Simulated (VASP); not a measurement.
Runs of VASP 6.6.1 on BRh3. The structure is that of space group Pm-3m (No. 221), or close to it. The cells are those of the table. 

```csv
task,cell,k mesh,cutoff (eV),gap on the mesh (eV),pressure (GPa),relaxed volume (Å³/atom)
single point,"a = 3.686 Å, 4 atoms",12 × 12 × 12,520,none,(a),-
relaxation of cell and atoms,"relaxed from a = 3.648 Å, 4 atoms",6 × 6 × 6,600,none,-0.1,12.52
single point,"a = 3.648 Å, 4 atoms",6 × 6 × 6,520,none,8.5,-
relaxation of cell and atoms,"relaxed from a = 3.687 Å, 4 atoms",12 × 12 × 12,600,none,0.0,(b)
single point,"a = 3.687 Å, 4 atoms",6 × 6 × 6,520,none,-0.2,-
```

Alike in all rows: level PBE; potentials or basis VASP PAW PBE potentials, release 64 (B, Rh_pv); no spin polarisation; smearing gaussian 0.1 eV.

Estimate the missing entries.

(a) 0.1; (b) 12.51.

A k mesh can miss the band edges, and the runs leave out spin-orbit coupling on Rh.

A gap of «none» marks levels without a gap at the run's occupations.
